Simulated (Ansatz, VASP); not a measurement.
## Two plane-wave programs on Te

```
CELL_PARAMETERS angstrom
4.40372 2.54249 6.15446
-4.40372 2.54249 6.15446
0.00000 -5.08498 6.15446
ATOMIC_POSITIONS crystal
Te 0.11442 0.51106 0.11442
Te 0.11442 0.11442 0.51106
Te 0.51106 0.11442 0.11442
Te 0.88558 0.48894 0.88558
Te 0.48894 0.88558 0.88558
Te 0.88558 0.88558 0.48894
Te 0.29356 0.64725 0.29356
Te 0.29356 0.29356 0.64725
Te 0.64725 0.29356 0.29356
Te 0.70644 0.35275 0.70644
Te 0.35275 0.70644 0.70644
Te 0.70644 0.70644 0.35275
```

Alike in both runs: functional PBE; k mesh 6 × 6 × 6; occupations gaussian, width 0.1 eV; no spin polarisation.

Ansatz relaxed the structure, and its values are those at the end. VASP's run is a single point on that final structure, the one shown.

|  | VASP | Ansatz |
| --- | --- | --- |
| version | VASP 6.6.1 | Ansatz 0.2.0 |
| potentials or method | VASP PAW PBE potentials, release 64 (Te), cutoff 520 eV | scalar-relativistic, plane waves, PAW |
| valence electrons in the cell | 72 | 192 |

VASP gave:

- gap on the k mesh at the Fermi level (eV): none
- pressure (GPa): -0.1
- rms of the force components (eV/Å): 0.002

**Question.** Which values does Ansatz return?

**Answer.** gap on the k mesh at the Fermi level (eV): none; pressure (GPa): 0.0; rms of the force components (eV/Å): 0.003.

A gap of «none» marks a metal or a gap that the smearing closes. VASP's potentials hold 72 valence electrons a cell and Ansatz's 192, so a difference there can come from the potentials and not from the codes.

Neither program's run includes spin-orbit coupling.
